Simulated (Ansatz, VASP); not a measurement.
N: VASP beside Ansatz

```
N
1.0
     5.81510    0.00000    0.00000
     0.00000    5.81510    0.00000
     0.00000    0.00000    5.81510
N
8
Direct
  0.04586 0.45414 0.54586
  0.45414 0.54586 0.04586
  0.54586 0.04586 0.45414
  0.95414 0.95414 0.95414
  0.93610 0.56390 0.43610
  0.56390 0.43610 0.93610
  0.43610 0.93610 0.56390
  0.06390 0.06390 0.06390
```

Alike in both runs: functional r2SCAN; k mesh 4 × 4 × 4; no spin polarisation.

```csv
,VASP,Ansatz
version,VASP 6.6.1,Ansatz 0.2.0
potentials or method,"VASP PAW PBE potentials, release 64 (N_h)",Ansatz PAW
plane-wave cutoff (eV),910,500
occupations,"gaussian, width 0.01 eV",fixed
valence electrons in the cell,40,40
task,single point,band structure
```

```csv
,VASP,Ansatz,Ansatz less VASP
gap on the k mesh at the Fermi level (eV),8.18,8.16,-0.023
least direct gap on the mesh (eV),8.20,8.18,-0.023
rms of the force components (eV/Å),1.046,1.040,-0.0065
```

VASP's potentials were made for PBE, not for r2SCAN. Atom by atom the forces differ by 0.006 eV/Å (rms over components).

Noted on VASP's run: the cutoff is under 1.25 times that of the potentials, so the pressure is a little rough.
